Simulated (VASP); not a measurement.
# AlN (P6_3mc) in VASP: further runs, part 2 of 2

VASP 6.6.1. The steps go on from the part before.

### 5 Single point, r2SCAN (in-plane strain -0.01, then relaxed in part)

Input file POSCAR:

```
AlN
1.0
    3.0756287066      0.0000000000      0.0000000000
   -1.5378143533      2.6635725925      0.0000000000
    0.0000000000      0.0000000000      5.0047128712
Al N
2 2
Direct
    0.3333333333      0.6666666667      0.0005190894
    0.6666666667      0.3333333333      0.5005190894
    0.3333333333      0.6666666667      0.3794809106
    0.6666666667      0.3333333333      0.8794809106
```

Input file INCAR.step1:

```
PREC = Accurate ; ENCUT = 520
ISMEAR = 0 ; SIGMA = 0.01
LREAL = False ; LASPH = True
NELM = 100 ; NBANDS = 16
GGA = PE ; ALGO = Normal
EDIFF = 1E-4 ; LWAVE = True
LCHARG = False
```

Input file INCAR.step2:

```
PREC = Accurate ; ENCUT = 520
EDIFF = 1E-6 ; ISMEAR = 0
SIGMA = 0.01 ; LREAL = False
LASPH = True ; NELM = 100
ALGO = Normal ; ISIF = 2
LWAVE = False ; LCHARG = False
METAGGA = R2SCAN ; LMIXTAU = True
NBANDS = 16 ; ISTART = 1
```

Input file KPOINTS:

```
Automatic mesh
0
Gamma
  8 8 4
```

Potentials or basis: VASP PAW PBE potentials, release 64 (Al, N).

Run with:

```bash
cat potpaw_PBE.64/Al/POTCAR potpaw_PBE.64/N/POTCAR > POTCAR
cp INCAR.step1 INCAR
mpirun -np 1 vasp_std > vasp.out
cp INCAR.step2 INCAR
mpirun -np 1 vasp_std > vasp.out
```

OUTCAR:

```text
PREC = Accurate
   ENCUT = 520
   EDIFF = 1E-6
   ISMEAR = 0
   LREAL = False
   LASPH = True
   NELM = 100
   ISIF = 2
   METAGGA = R2SCAN
   ISTART = 1

 ion  position               nearest neighbor table
   1  0.333  0.667  0.001-   4 1.88   4 1.88   4 1.88   3 1.90   2 3.07   2 3.07   2 3.07   2 3.07
                             2 3.07   2 3.07
   2  0.667  0.333  0.501-   3 1.88   3 1.88   3 1.88   4 1.90   1 3.07   1 3.07   1 3.07   1 3.07
                             1 3.07   1 3.07
   3  0.333  0.667  0.379-   2 1.88   2 1.88   2 1.88   1 1.90
   4  0.667  0.333  0.879-   1 1.88   1 1.88   1 1.88   2 1.90

  LATTYP: Found a hexagonal cell.
 ALAT       =     3.0756287066
 C/A-ratio  =     1.6272162048

  Lattice vectors:

 A1 = (   3.0756287066,   0.0000000000,   0.0000000000)
 A2 = (  -1.5378143533,   2.6635725925,   0.0000000000)
 A3 = (   0.0000000000,   0.0000000000,   5.0047128712)

Analysis of symmetry for initial positions (statically):
=====================================================================
 Subroutine PRICEL returns:
 Original cell was already a primitive cell.
[... 173 lines left out ...]
  free energy    TOTEN  =       -38.44399901 eV

  energy without entropy =      -38.44399901  energy(sigma->0) =      -38.44399901

 E-fermi :   6.0108     XC(G=0): -11.4843

 val. band max:        5.9606930589   @ k =   0.0000   0.0000   0.0000
 cond. band min:      11.0975459868   @ k =   0.0000   0.0000   0.0000
 fundamental gap:      5.1368529279
 Fermi energy:         6.0107701591

 k-point     1 :       0.0000    0.0000    0.0000
  band No.  band energies     occupation
      1     -10.0090      2.00000
      2      -7.9059      2.00000
      3      -0.1340      2.00000
      4       5.2521      2.00000
      5       5.2521      2.00000
      6       5.8723      2.00000
[... 433 lines left out ...]
      3       0.8730      2.00000
      4       0.8730      2.00000
      5       4.4533      2.00000
      6       4.4533      2.00000
[... 8 lines left out ...]
     15      20.4391      0.00000
     16      20.4391      0.00000

 [... further k-points ...]
[... 5 lines left out ...]
  --------------------------------------------------------------------------------------
  -------------------------------------------------------------------------------------
  Total        1.2126295      1.2126295     -0.0971410      0.0000000      0.0000000     -0.0000000
  in kB       47.3872077     47.3872077     -3.7960819      0.0000000      0.0000000     -0.0000000
  external PRESSURE =      30.3261112 kB  Pullay stress =       0.0000000 kB

 VOLUME and BASIS-vectors are now :
 -----------------------------------------------------------------------------
  energy-cutoff  :      520.00
  volume of cell :       41.00
      direct lattice vectors                 reciprocal lattice vectors
     3.075628707  0.000000000  0.000000000     0.325136775  0.187717805  0.000000000
    -1.537814353  2.663572593  0.000000000     0.000000000  0.375435610  0.000000000
     0.000000000  0.000000000  5.004712871     0.000000000  0.000000000  0.199811663

 POSITION                                       TOTAL-FORCE (eV/Angst)
 -----------------------------------------------------------------------------------
     -0.00000      1.77572      0.00260         0.000000     -0.000000     -0.000551
      1.53781      0.88786      2.50495        -0.000000      0.000000     -0.000551
     -0.00000      1.77572      1.89919         0.000000      0.000000      0.000551
      1.53781      0.88786      4.40155        -0.000000      0.000000      0.000551
 -----------------------------------------------------------------------------------
    total drift:                               -0.000000     -0.000000     -0.023279

  FREE ENERGIE OF THE ION-ELECTRON SYSTEM (eV)
  ---------------------------------------------------
  free  energy   TOTEN  =       -38.4439990078 eV

  energy  without entropy=      -38.4439990078  energy(sigma->0) =      -38.44399901
```

OSZICAR.step1:

```text
N       E                     dE             d eps       ncg     rms          rms(c)
DAV:   1     0.415014797990E+02    0.41501E+02   -0.72287E+03   960   0.891E+02
DAV:   2    -0.310843191473E+02   -0.72586E+02   -0.66497E+02  1328   0.188E+02
DAV:   3    -0.345430330376E+02   -0.34587E+01   -0.34492E+01  1208   0.426E+01
DAV:   4    -0.345630829123E+02   -0.20050E-01   -0.20049E-01  1200   0.366E+00
DAV:   5    -0.345633344662E+02   -0.25155E-03   -0.25155E-03  1200   0.415E-01    0.123E+01
DAV:   6    -0.297291979732E+02    0.48341E+01   -0.10691E+01  1136   0.238E+01    0.422E+00
DAV:   7    -0.297494560742E+02   -0.20258E-01   -0.69685E-01  1048   0.587E+00    0.298E+00
DAV:   8    -0.297415553283E+02    0.79007E-02   -0.57769E-02  1088   0.220E+00    0.554E-01
DAV:   9    -0.297369366552E+02    0.46187E-02   -0.11555E-02  1224   0.791E-01    0.240E-01
DAV:  10    -0.297375334639E+02   -0.59681E-03   -0.21221E-03  1112   0.290E-01    0.127E-01
DAV:  11    -0.297374575420E+02    0.75922E-04   -0.16691E-04   808   0.994E-02
   1 F= -.29737458E+02 E0= -.29737458E+02  d E =-.657766E-35
```

Wall time 78 s (1 thread of Intel Xeon Platinum 8488C (Sapphire Rapids), shared host); peak memory 0.16 GiB.

Results:

- Free energy: -38.4440 eV
- Pressure: 3.0 GPa
- Band gap on the k mesh: 5.14 eV, direct

Caveat: the cell differs from its parent crystal (in-plane strain -0.01, then relaxed in part); the PAW data sets were made with another functional, which shifts forces and pressure a little.

### 6 Single point, r2SCAN (in-plane strain -0.01)

Input file POSCAR:

```
AlN
1.0
    3.0756287066      0.0000000000      0.0000000000
   -1.5378143533      2.6635725925      0.0000000000
    0.0000000000      0.0000000000      5.0083890590
Al N
2 2
Direct
    0.3333333333      0.6666666667     -0.0008019551
    0.6666666667      0.3333333333      0.4991980449
    0.3333333333      0.6666666667      0.3808019551
    0.6666666667      0.3333333333      0.8808019551
```

Input file INCAR.step1:

```
  ALGO = Normal
  EDIFF = 1E-4
  ENCUT = 520
  GGA = PE
  ISMEAR = 0
  LASPH = T
  LCHARG = F
  LREAL = F
  LWAVE = T
  NBANDS = 16
  NELM = 100
  PREC = Accurate
  SIGMA = 0.01
```

Input file INCAR.step2:

```
  ALGO = Normal
  EDIFF = 1E-6
  ENCUT = 520
  ISIF = 2
  ISMEAR = 0
  ISTART = 1
  LASPH = T
  LCHARG = F
  LMIXTAU = T
  LREAL = F
  LWAVE = F
  METAGGA = R2SCAN
  NBANDS = 16
  NELM = 100
  PREC = Accurate
  SIGMA = 0.01
```

Input file KPOINTS:

```
k-points
0
Gamma
  8 8 4
```

Potentials or basis: VASP PAW PBE potentials, release 64 (Al, N).

Run with:

```bash
cat potpaw_PBE.64/Al/POTCAR potpaw_PBE.64/N/POTCAR > POTCAR
cp INCAR.step1 INCAR
mpirun -np 1 vasp_std > vasp.out
cp INCAR.step2 INCAR
mpirun -np 1 vasp_std > vasp.out
```

Wall time 61 s (1 thread of Intel Xeon Platinum 8488C (Sapphire Rapids), shared host); peak memory 0.17 GiB.

Results (log left out):

| Item | Value |
| --- | --- |
| Free energy | -38.4414 eV |
| Pressure | 2.9 GPa |
| Largest force | 0.183 eV/Å |
| Band gap on the k mesh | 5.09 eV, direct |

Forces in eV/Å, atoms in the order of the input:
```
Al   0.000  0.000  0.183
Al   0.000  0.000  0.183
N    0.000  0.000 -0.183
N    0.000  0.000 -0.183
```

Stress tensor (GPa, compression positive):
```
 5.32  0.00  0.00
 0.00  5.32  0.00
 0.00  0.00 -1.89
```

Levels at points of the mesh, in eV from the valence-band top:
```csv
k point,band 5,band 6,band 7,band 8,band 9,band 10,band 11,band 12
"(0.00, 0.00, 0.00)",-0.77,-0.15,-0.15,0.00,5.09,7.89,11.72,12.37
"(0.50, 0.00, 0.00)",-3.36,-2.03,-1.73,-0.67,6.44,6.76,9.24,11.38
"(0.00, 0.00, 0.50)",-0.47,-0.47,-0.47,-0.47,7.51,7.51,11.42,11.42
"(0.50, 0.00, 0.50)",-1.42,-1.42,-1.39,-1.39,6.06,6.06,10.27,10.27
```

Caveat: the cell differs from its parent crystal (in-plane strain -0.01); the PAW data sets were made with another functional, which shifts forces and pressure a little.

### 7 Summary

| cell | gap on the mesh (eV) | pressure (GPa) | largest force (eV/Å) |
| --- | --- | --- | --- |
| a = 3.045, b = 3.045, c = 5.031 Å, angles 90.0, 90.0, 120.0°, 4 atoms | 5.29 | 6.7 | - |
| a = 3.045, b = 3.045, c = 5.038 Å, angles 90.0, 90.0, 120.0°, 4 atoms | 5.26 | 6.6 | 0.37 |
| a = 3.076, b = 3.076, c = 5.005 Å, angles 90.0, 90.0, 120.0°, 4 atoms | 5.14 | 3.0 | - |
| a = 3.076, b = 3.076, c = 5.008 Å, angles 90.0, 90.0, 120.0°, 4 atoms | 5.09 | 2.9 | 0.18 |

Alike in all rows: task single point; level r2SCAN; potentials or basis VASP PAW PBE potentials, release 64 (Al, N); no spin polarisation; k mesh 8 × 8 × 4; cutoff (eV) 520; smearing gaussian 0.01 eV.

Caveats: the PAW data sets were made with another functional, which shifts forces and pressure a little.

Absolute energies hang on the potentials; compare differences alone.
